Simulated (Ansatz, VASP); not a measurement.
# Two plane-wave programs on Si7N

```xyz
16
Lattice="3.6029 2.0802 6.4755 -3.6029 2.0802 6.4755 0.0000 -4.1603 6.4755" Properties=species:S:1:pos:R:3 pbc="T T T"
Si    0.0000    0.0000    8.5352
Si    0.0000    0.0000   10.8911
Si   -1.8242    1.0532   11.7714
Si    1.8242   -1.0532    7.6549
Si    0.0000    2.1064    7.6549
Si    0.0000   -2.1064   11.7714
Si    0.0000    2.3323   15.0359
Si   -2.0198   -1.1661   15.0359
Si    2.0198   -1.1661   15.0359
Si    2.0198    1.1661    4.3904
Si    0.0000   -2.3323    4.3904
Si   -2.0198    1.1661    4.3904
Si    1.8242    1.0532   11.7714
Si   -1.8242   -1.0532    7.6549
N     0.0000    0.0000    1.8530
N     0.0000    0.0000   17.5733
```

Change from the starting cell: built by hand: N-substituted diamond Si, paired three-coordinate N (R-3m, No. 166).

Alike in both runs: functional PBE; k mesh 3 × 3 × 3; occupations gaussian, width 0.2 eV; no spin polarisation.

Ansatz relaxed the structure, and its values are those at the end. VASP's run is a single point on that final structure, the one shown.

|  | VASP | Ansatz |
| --- | --- | --- |
| version | VASP 6.6.1 | Ansatz 0.2.0 |
| potentials or method | VASP PAW PBE potentials, release 64 (Si, N), cutoff 520 eV | scalar-relativistic, plane waves, PAW |
| valence electrons in the cell | 66 | 66 |

Ansatz gave:

* gap on the k mesh at the Fermi level (eV): none
* pressure (GPa): 0.0
* rms of the force components (eV/Å): 0.016

Task: What did VASP give for the same quantities?

Result: gap on the k mesh at the Fermi level (eV): none; pressure (GPa): -0.1; rms of the force components (eV/Å): 0.017.

A gap of «none» marks a metal or a gap that the smearing closes.
